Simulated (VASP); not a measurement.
PbO (CsCl type): density of states with PBE

Crystal: PbO (CsCl type).

```
Pb O
1.0
     2.71138    0.00000    0.00000
     0.00000    2.71138    0.00000
     0.00000    0.00000    2.71138
Pb O
1 1
Direct
  0.00000 0.00000 0.00000
  0.50000 0.50000 0.50000
```

This cell differs from its parent crystal: volume scaled by 0.6.

| Item | Value |
| --- | --- |
| Program | VASP 6.6.1 |
| Task | density of states |
| Functional | PBE |
| Potentials or basis | VASP PAW PBE potentials, release 64 (Pb_d, O) |
| Cutoff | 520 eV |
| k mesh | 13 × 13 × 13 |
| Occupations | fermi-dirac, width 0.05 eV |
| Spin | no spin polarisation |
| Dipole correction | no |
| k mesh for the DOS | 20 × 20 × 20 |
| Occupations for the DOS | tetrahedron |
| Further INCAR settings | ALGO = Normal; EDIFF = 1e-07 |

* Valence electrons inside the program's atomic spheres: Pb 12.41; O 5.15

Levels at points of the mesh, in eV from the Fermi level:
```csv
k point,band 8,band 9,band 10,band 11,band 12,band 13
"(0.00, 0.00, 0.00)",-4.94,-4.94,-4.94,10.95,10.95,12.66
"(0.50, 0.00, 0.00)",-3.08,-3.08,-0.63,1.05,9.04,9.72
"(0.50, 0.50, 0.00)",-9.42,-5.69,-3.61,5.01,5.01,12.15
"(0.50, 0.50, 0.50)",-4.75,-4.75,-0.76,-0.76,-0.76,0.08
```

It took 92 s on 1 thread of Intel Xeon 8259CL, with other jobs on the host, peak memory 0.2 GiB.

Caveat: spin-orbit coupling is left out, which moves the levels of the heavy elements.
